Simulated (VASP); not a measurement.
# Au in VASP: notebook

The runs below take Au through single point, relaxation of the atoms, with PBE.

Program: VASP 6.6.1. These are calculated values, not measurements. Logs are shortened: lines on timing, memory, paths and dates and some standing lists are left out, and cuts for length are marked.

### Step 1. The cell of the first run

The cell holds a slab with vacuum, 7 atoms: a = 2.884 Å, b = 2.884 Å, c = 29.127 Å, α = 90.00°, β = 90.00°, γ = 60.00°.

### Step 2. Single point, PBE

INCAR reads:

```
PREC = Accurate
ENCUT = 520
EDIFF = 1E-6
ISMEAR = 0
SIGMA = 0.1
LREAL = F
LASPH = T
NELM = 100
ALGO = Normal
ISIF = 2
LWAVE = F
LCHARG = F
LDIPOL = T
IDIPOL = 3
DIPOL = 0.5 0.5 0.500
GGA = PE
NBANDS = 48
```

KPOINTS reads:

```
regular mesh
0
Gamma
  16 16 1
```

POSCAR reads:

```
Au
1.0
    2.8835814537      0.0000000000      0.0000000000
    1.4417907268      2.4972547928      0.0000000000
    0.0000000000      0.0000000000     29.1266063865
Au
7
Direct
    0.0000000000      0.0000000000      0.2450446888
    0.3333333333      0.3333333333      0.3311646993
    0.6666666667      0.6666666667      0.4155213705
    0.0000000000      0.0000000000      0.4999999997
    0.3333333333      0.3333333333      0.5844786277
    0.6666666667      0.6666666667      0.6688353006
    0.0000000000      0.0000000000      0.7549553133
```

Potentials or basis: VASP PAW PBE potentials, release 64 (Au).

Command:

```console
> cat potpaw_PBE.64/Au/POTCAR > POTCAR
> mpirun -np 1 vasp_std > vasp.out
```

OUTCAR:

```text
PREC = Accurate
   ENCUT = 520
   EDIFF = 1E-6
   ISMEAR = 0
   LREAL = F
   LASPH = T
   NELM = 100
   ISIF = 2
   GGA = PE

 ion  position               nearest neighbor table
   1  0.000  0.000  0.245-   2 3.01   2 3.01   2 3.01
   2  0.333  0.333  0.331-   3 2.97   3 2.97   3 2.97   1 3.01   1 3.01   1 3.01
   3  0.667  0.667  0.416-   2 2.97   2 2.97   2 2.97   4 2.97   4 2.97   4 2.97
   4  0.000  0.000  0.500-   5 2.97   5 2.97   5 2.97   3 2.97   3 2.97   3 2.97
   5  0.333  0.333  0.584-   6 2.97   6 2.97   6 2.97   4 2.97   4 2.97   4 2.97
   6  0.667  0.667  0.669-   5 2.97   5 2.97   5 2.97   7 3.01   7 3.01   7 3.01
   7  0.000  0.000  0.755-   6 3.01   6 3.01   6 3.01

  LATTYP: Found a hexagonal cell.
 ALAT       =     2.8835814537
 C/A-ratio  =    10.1008439867

  Lattice vectors:

 A1 = (  -1.4417907268,  -2.4972547928,   0.0000000000)
 A2 = (   2.8835814537,   0.0000000000,   0.0000000000)
 A3 = (   0.0000000000,   0.0000000000,  29.1266063865)

Analysis of symmetry for initial positions (statically):
=====================================================================
 Subroutine PRICEL returns:
 Original cell was already a primitive cell.

 Routine SETGRP: Setting up the symmetry group for a
 hexagonal supercell.

 Subroutine GETGRP returns: Found 12 space group operations
 (whereof 12 operations were pure point group operations)
 out of a pool of 24 trial point group operations.

The static configuration has the point symmetry D_3d.

Analysis of symmetry for dynamics (positions and initial velocities):
=====================================================================
 Subroutine PRICEL returns:
 Original cell was already a primitive cell.

 Routine SETGRP: Setting up the symmetry group for a
 hexagonal supercell.

 Subroutine GETGRP returns: Found 12 space group operations
 (whereof 12 operations were pure point group operations)
 out of a pool of 24 trial point group operations.

The dynamic configuration has the point symmetry D_3d.

 Subroutine INISYM returns: Found 12 space group operations
 (whereof 12 operations are pure point group operations),
 and found     1 'primitive' translations

----------------------------------------------------------------------------------------

                                     Primitive cell

  volume of cell :     209.7418

  direct lattice vectors                    reciprocal lattice vectors
     2.883581454  0.000000000  0.000000000     0.346790967 -0.200219858  0.000000000
     1.441790727  2.497254793  0.000000000     0.000000000  0.400439716  0.000000000
[... 110 lines left out ...]
   ISMEAR =     0;   SIGMA  =   0.10  broadening in eV -4-tet -1-fermi 0-gaus
   EFERMI_NEDOS =   21; number of points for ismear=-14 and -15
   IALGO  =     38    algorithm
   IMIX   =      4    mixing-type and parameters
     AMIX     =   0.40;   BMIX     =  1.00
     AMIX_MAG =   1.60;   BMIX_MAG =  1.00
  volume/ion in A,a.u.               =      29.96       202.20
  Fermi-wavevector in a.u.,A,eV,Ry     =   1.172223  2.215179 18.695844  1.374106
  Thomas-Fermi vector in A             =   2.308654
   LORBIT       =      0    0 simple, 1 ext, 2 COOP (PROOUT), +10 PAW based schemes
   GGA     = PE    functional components
   LHFCALC =     F    Hartree Fock is set to
   AEXX    =    0.0000 exact exchange contribution
   IVDW    =     0    specifies the selected vdW correction
   LEPSILON=     F    determine dielectric tensor
   LRPA    =     F    only Hartree local field effects (RPA)
 non-spin polarized calculation
 Gauss-broadening in eV      SIGMA  =   0.10
  energy-cutoff  :      520.00
  volume of cell :      209.74
 maximum number of plane-waves:      5737
 NGX is ok and might be reduce to    24
   NGX = 11   NGY = 11   NGZ =109

 dipolmoment           0.000000      0.000000     -0.000000 electrons x Angstroem

 number of electron      77.0000010 magnetization

 dipolmoment           0.000000      0.000000      0.000000 electrons x Angstroem

 Free energy of the ion-electron system (eV)
  ---------------------------------------------------
  ext. energy  EPLUGINS =         0.00000000
  ---------------------------------------------------
  free energy    TOTEN  =       -21.92960450 eV

  energy without entropy =      -21.91690431  energy(sigma->0) =      -21.92325441

 E-fermi :   3.0102     XC(G=0):  -7.9198

 val. band max:        2.9949254205   @ k =   0.5000   0.2500   0.0000
 cond. band min:       3.0148175997   @ k =   0.1250   0.0625   0.0000
 fundamental gap:      0.0198921792
 Fermi energy:         3.0101989282

 k-point     1 :       0.0000    0.0000    0.0000
  band No.  band energies     occupation
      1      -6.2451      2.00000
      2      -5.7928      2.00000
      3      -5.1524      2.00000
      4      -4.5381      2.00000
      5      -4.1483      2.00000
      6      -3.9064      2.00000
[... 1213 lines left out ...]
     47      10.2548      0.00000
     48      10.5646      0.00000

 [... further k-points ...]

------------------------ aborting loop because EDIFF is reached ----------------------------------------

 vacuum level on the upper side and lower side of the slab       (xc-potential included)        -0.013        -0.013

  FORCE on cell =-STRESS in cart. coord.  units (eV):
  Direction    XX          YY          ZZ          XY          YZ          ZX
  --------------------------------------------------------------------------------------
  -------------------------------------------------------------------------------------
  Total       -0.5066163     -0.5066163     -0.1864978      0.0000000      0.0000000     -0.0000000
  in kB       -3.8699445     -3.8699445     -1.4246209      0.0000000      0.0000000     -0.0000000
  external PRESSURE =      -3.0548366 kB  Pullay stress =       0.0000000 kB

 VOLUME and BASIS-vectors are now :
 -----------------------------------------------------------------------------
  energy-cutoff  :      520.00
  volume of cell :      209.74
      direct lattice vectors                 reciprocal lattice vectors
     2.883581454  0.000000000  0.000000000     0.346790967 -0.200219858  0.000000000
     1.441790727  2.497254793  0.000000000     0.000000000  0.400439716  0.000000000
     0.000000000  0.000000000 29.126606387     0.000000000  0.000000000  0.034332870

 POSITION                                       TOTAL-FORCE (eV/Angst)
 -----------------------------------------------------------------------------------
      0.00000      0.00000      7.13732        -0.000000      0.000000      0.005792
      1.44179      0.83242      9.64570        -0.000000     -0.000000     -0.001348
      2.88358      1.66484     12.10273        -0.000000     -0.000000      0.005645
      0.00000      0.00000     14.56330        -0.000000      0.000000      0.000000
      1.44179      0.83242     17.02388         0.000000      0.000000     -0.005645
      2.88358      1.66484     19.48090        -0.000000      0.000000      0.001348
      0.00000      0.00000     21.98929         0.000000      0.000000     -0.005792
 -----------------------------------------------------------------------------------
    total drift:                                0.000000      0.000000      0.000005

  FREE ENERGIE OF THE ION-ELECTRON SYSTEM (eV)
  ---------------------------------------------------
  free  energy   TOTEN  =       -21.9296045027 eV

  energy  without entropy=      -21.9169043080  energy(sigma->0) =      -21.92325441

 vacuum level on the upper side and lower side of the slab         8.274         8.274
```

OSZICAR:

```text
N       E                     dE             d eps       ncg     rms          rms(c)
DAV:   1     0.521076524014E+03    0.52108E+03   -0.37398E+04  2880   0.145E+03
DAV:   2    -0.589718790803E+01   -0.52697E+03   -0.49311E+03  3296   0.310E+02
DAV:   3    -0.234873204551E+02   -0.17590E+02   -0.17098E+02  3224   0.542E+01
DAV:   4    -0.238011306440E+02   -0.31381E+00   -0.31330E+00  3376   0.725E+00
DAV:   5    -0.238079445471E+02   -0.68139E-02   -0.68115E-02  3208   0.108E+00    0.201E+01
DAV:   6    -0.222701251305E+02    0.15378E+01   -0.58461E+00  3216   0.178E+01    0.145E+01
DAV:   7    -0.249868656162E+02   -0.27167E+01   -0.21975E+01  3152   0.411E+01    0.108E+01
DAV:   8    -0.223455585759E+02    0.26413E+01   -0.25048E+01  3416   0.358E+01    0.481E+00
DAV:   9    -0.220210488431E+02    0.32451E+00   -0.14551E+00  3048   0.974E+00    0.193E+00
DAV:  10    -0.219300625089E+02    0.90986E-01   -0.31838E-01  3168   0.495E+00    0.789E-01
DAV:  11    -0.219300722523E+02   -0.97434E-05   -0.35927E-02  3176   0.108E+00    0.517E-01
DAV:  12    -0.219310474661E+02   -0.97521E-03   -0.39576E-03  3168   0.625E-01    0.389E-01
DAV:  13    -0.219297024510E+02    0.13450E-02   -0.45261E-03  3088   0.670E-01    0.112E-01
DAV:  14    -0.219296050017E+02    0.97449E-04   -0.86223E-04  3160   0.228E-01    0.653E-02
DAV:  15    -0.219295989885E+02    0.60132E-05   -0.94978E-05  3112   0.697E-02    0.401E-02
DAV:  16    -0.219296007032E+02   -0.17147E-05   -0.26051E-05  3152   0.435E-02    0.246E-02
DAV:  17    -0.219296037982E+02   -0.30950E-05   -0.89685E-06  3152   0.200E-02    0.731E-03
DAV:  18    -0.219296045027E+02   -0.70444E-06   -0.20932E-06  2008   0.140E-02
   1 F= -.21929605E+02 E0= -.21923254E+02  d E =-.127002E-01
```

stdout:

```text
POSCAR found type information on POSCAR Au
 POSCAR found :  1 types and       7 ions
 scaLAPACK will be used
 LDA part: xc-table for (Slater+PW92), standard interpolation
 POSCAR, INCAR and KPOINTS ok, starting setup
 FFT: planning ... GRIDC
 FFT: planning ... GRID_SOFT
 FFT: planning ... GRID
 WAVECAR not read
 entering main loop
```

Run time: 4.8 min. Hardware: 1 thread of Intel Xeon Platinum 8488C (Sapphire Rapids), shared host; peak memory 0.49 GiB.

What came out:

| Property | Result |
| --- | --- |
| Free energy | -21.9296 eV |
| Largest force | 0.006 eV/Å |
| Band gap on the k mesh | zero (an odd number of electrons rules out a gap without spin polarisation) |

Forces in eV/Å, atoms in the order of the input:
```
Au   0.000  0.000  0.006
Au   0.000  0.000 -0.001
Au   0.000  0.000  0.006
Au   0.000  0.000  0.000
Au   0.000  0.000 -0.006
Au   0.000  0.000  0.001
Au   0.000  0.000 -0.006
```

Levels at points of the mesh, in eV from the Fermi level:
| k point | band 37 | band 38 | band 39 | band 40 | band 41 | band 42 |
| --- | --- | --- | --- | --- | --- | --- |
| (0.00, 0.00, 0.00) | -2.24 | -2.02 | -2.02 | -1.96 | -1.96 | -0.68 |
| (0.50, 0.00, 0.00) | 0.48 | 1.00 | 1.25 | 1.25 | 1.54 | 1.54 |

Caveat: spin-orbit coupling is left out, which moves the levels of the heavy elements.

### Step 3. Relaxation of the atoms, PBE

INCAR reads:

```
ALGO = Normal ; DIPOL = 0.5 0.5 0.500
EDIFF = 1E-7 ; EDIFFG = -0.01
ENCUT = 520 ; GGA = PE
IBRION = 2 ; IDIPOL = 3
ISIF = 2 ; ISMEAR = 0
LASPH = T ; LCHARG = F
LDIPOL = T ; LREAL = F
LWAVE = F ; NELM = 100
NSW = 80 ; PREC = Accurate
SIGMA = 0.1
```

KPOINTS reads:

```
k-points
0
Gamma
  16 16 1
```

POSCAR reads:

```
Au
1.0
    2.8835814537      0.0000000000      0.0000000000
    1.4417907268      2.4972547928      0.0000000000
    0.0000000000      0.0000000000     29.1266063865
Au
7
Direct
    0.0000000000      0.0000000000      0.2574965274
    0.3333333333      0.3333333333      0.3383310183
    0.6666666667      0.6666666667      0.4191655091
    0.0000000000      0.0000000000      0.5000000000
    0.3333333333      0.3333333333      0.5808344909
    0.6666666667      0.6666666667      0.6616689817
    0.0000000000      0.0000000000      0.7425034726
```

Potentials or basis: VASP PAW PBE potentials, release 64 (Au).

Command:

```console
> cat potpaw_PBE.64/Au/POTCAR > POTCAR
> mpirun -np 1 vasp_std > vasp.out
```

Run time: 35 min. Hardware: 1 thread of Intel Xeon Platinum 8488C (Sapphire Rapids), shared host; peak memory 0.5 GiB.

It converged, with:

```
Free energy                  : -21.9296 eV
Energy gained by relaxing    : 20.6 meV/atom
Ionic steps                  : 12
Largest force after relaxing : 0.004 eV/Å
Band gap on the k mesh       : zero (an odd number of electrons rules out a gap without spin polarisation)
```

Forces in eV/Å, atoms in the order of the input:
```
Au   0.000  0.000  0.002
Au   0.000  0.000  0.001
Au   0.000  0.000  0.004
Au   0.000  0.000  0.000
Au   0.000  0.000 -0.004
Au   0.000  0.000 -0.001
Au   0.000  0.000 -0.002
```

The path:
| step | energy change (eV) | largest force (eV/Å) | pressure (GPa) |
| --- | --- | --- | --- |
| 1 | 0.0000 | 0.5008 | 3.55 |
| 2 | -0.0217 | 0.3802 | 3.25 |
| 3 | -0.0457 | 0.4366 | 2.60 |
| 4 | -0.0641 | 0.3423 | 2.28 |
| 5 | -0.0838 | 0.3831 | 1.50 |
| 6 | -0.1054 | 0.2954 | 1.11 |
| 7 | -0.1401 | 0.0847 | 0.05 |
| 8 | -0.1433 | 0.0415 | -0.30 |
| 9 | -0.1434 | 0.0442 | -0.38 |
| 10 | -0.1441 | 0.0232 | -0.32 |
| 11 | -0.1441 | 0.0263 | -0.31 |
| 12 | -0.1443 | 0.0035 | -0.28 |

Final structure:
```cif
data_structure
_symmetry_space_group_name_H-M 'P 1'
_symmetry_Int_Tables_number 1
_cell_length_a 2.8836
_cell_length_b 2.8836
_cell_length_c 29.1266
_cell_angle_alpha 90.000
_cell_angle_beta 90.000
_cell_angle_gamma 60.000
_cell_volume 209.74
loop_
_atom_site_label
_atom_site_type_symbol
_atom_site_fract_x
_atom_site_fract_y
_atom_site_fract_z
_atom_site_occupancy
Au1 Au 0.00000 0.00000 0.24516 1
Au2 Au 0.33333 0.33333 0.33123 1
Au3 Au 0.66667 0.66667 0.41557 1
Au4 Au 0.00000 0.00000 0.50000 1
Au5 Au 0.33333 0.33333 0.58443 1
Au6 Au 0.66667 0.66667 0.66877 1
Au7 Au 0.00000 0.00000 0.75484 1
```

Levels at points of the mesh, in eV from the Fermi level:
```tsv
k point	band 35	band 36	band 37	band 38	band 39	band 40	band 41	band 42	band 43	band 44
(0.00, 0.00, 0.00)	-2.47	-2.24	-2.24	-2.02	-2.02	-1.96	-1.96	-0.68	-0.16	3.48
(0.50, 0.00, 0.00)	-1.30	-0.23	0.48	1.00	1.25	1.25	1.54	1.54	3.27	3.67
```

Caveat: spin-orbit coupling is left out, which moves the levels of the heavy elements.

The gap in the log of VASP goes by the Fermi energy; the results here count the filled bands.